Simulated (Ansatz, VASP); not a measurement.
**AgI: VASP beside Ansatz**

INCAR

```
ALGO = Normal
EDIFF = 1E-6
ENCUT = 500
GGA = CA
GGA_COMPAT = F
ISIF = 2
ISMEAR = 0
LASPH = T
LCHARG = F
LREAL = F
LWAVE = F
NBANDS = 16
NELM = 120
PREC = Accurate
SIGMA = 0.01
```

KPOINTS

```
k-points
0
Gamma
  6 6 6
```

POSCAR

```
AgI
1.0
    0.0000000000      3.1739604665      3.1739604665
    3.1739604665      0.0000000000      3.1739604665
    3.1739604665      3.1739604665      0.0000000000
Ag I
1 1
Direct
    0.0000000000      0.0000000000      0.0000000000
    0.7500000000      0.7500000000      0.7500000000
```

Input for Ansatz:

```yaml
crystal:
  lattice:
    - [0.0, 3.1739604665, 3.1739604665]
    - [3.1739604665, 0.0, 3.1739604665]
    - [3.1739604665, 3.1739604665, 0.0]
  atoms:
    - { symbol: Ag, position: [0.0, 0.0, 0.0] }
    - { symbol: I, position: [0.75, 0.75, 0.75] }
kpoints:
  mp_grid: { grid: [6, 6, 6] }
scf:
  occupations: { method: fixed }
hamiltonian:
  xc: lda
  pseudopotentials: { kind: all_electron, lapw: { basis_error: 0.001 } }
output:
  forces: true
  stress: true
  eigenvalues: true
  eigenstates:
    nscf_kmesh: { grid: [10, 10, 10] }
    de_dk: true
    e_range: [-9, 11.05781503511]
  optics:
    e_range: [0, 20]
    de: 0.2
    sigma: 0.25
    bands: { spectra_wanted_up_to: 20 }
    nscf_kmesh: { grid: [10, 10, 10] }
checkpoint:
  write: ck
  write_wavefunctions: false
```

Alike in both runs: task single point; functional LDA; k mesh 6 × 6 × 6; no spin polarisation.

|  | VASP | Ansatz |
| --- | --- | --- |
| version | VASP 6.6.1 | Ansatz 0.2.0 |
| potentials or method | VASP PAW LDA potentials, release 64 (Ag, I), cutoff 500 eV | all-electron LAPW, scalar-relativistic |
| occupations | gaussian, width 0.01 eV | fixed |

Ansatz gave:

* gap on the k mesh at the Fermi level (eV): 1.05
* pressure (GPa): 0.0

Question: Which values does VASP return?

Answer: gap on the k mesh at the Fermi level (eV): 1.09; pressure (GPa): 0.0.

LDA's correlation is that of Perdew and Zunger in VASP and of Perdew and Wang (1992) in Ansatz. Ansatz ran all-electron here, and VASP with PAW potentials.

Spin-orbit coupling is off throughout.
